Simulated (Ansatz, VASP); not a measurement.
## One calculation of NaCl, two programs

The input INCAR:

```
SYSTEM = NaCl
ALGO = Normal
EDIFF = 1E-8
ENCUT = 400
GGA = PS
GGA_COMPAT = .FALSE.
ISIF = 2
ISMEAR = -1
LASPH = .TRUE.
LCHARG = .FALSE.
LEFG = .TRUE.
LREAL = .FALSE.
LWAVE = .FALSE.
NBANDS = 14
NELM = 120
PREC = Accurate
SIGMA = 0.02
```

The input KPOINTS:

```
k-points
0
G
  8 8 8
  0 0 0
```

POSCAR

```
NaCl
1.0
    2.8976358949      0.0000000000      0.0000000000
    0.0000000000      2.8976358949      0.0000000000
    0.0000000000      0.0000000000      2.8976358949
Na Cl
1 1
Direct
    0.0000000000      0.0000000000      0.0000000000
    0.5000000000      0.5000000000      0.5000000000
```

Input for Ansatz:

```yaml
crystal:
  lattice:
    - [2.8976358949, 0.0, 0.0]
    - [0.0, 2.8976358949, 0.0]
    - [0.0, 0.0, 2.8976358949]
  atoms:
    - { symbol: Na, position: [0.0, 0.0, 0.0] }
    - { symbol: Cl, position: [0.5, 0.5, 0.5] }
kpoints:
  mp_grid: { grid: [8, 8, 8] }
scf:
  occupations: { method: fermi_dirac, width: 0.02 }
hamiltonian:
  xc: pbesol
  pseudopotentials: { kind: all_electron, datasets: crystal }
output:
  forces: true
  stress: true
  eigenvalues: true
  efg: { contact_densities: true }
```

Change from the starting cell: volume scaled by 1.04, crystal datasets.

Alike in both runs: task electric field gradients; functional PBEsol; k mesh 8 × 8 × 8; occupations fermi-dirac, width 0.02 eV; no spin polarisation.

|  | VASP | Ansatz |
| --- | --- | --- |
| version | VASP 6.6.1 | Ansatz 0.2.0 |
| potentials or method | VASP PAW PBE potentials, release 64 (Na_pv, Cl), cutoff 400 eV | all-electron PAW with datasets made for the crystal, scalar-relativistic |

VASP gave:

```
gap on the k mesh at the Fermi level (eV) : 4.36
pressure (GPa)                            : 50.7
```

Question: Which values does Ansatz return?

Answer: gap on the k mesh at the Fermi level (eV): 4.31; pressure (GPa): 50.5.

VASP's potentials were made for PBE, not for PBEsol. Both programs put the cell under a high pressure, so it lies far from rest at this level. Ansatz ran all-electron here, and VASP with PAW potentials.
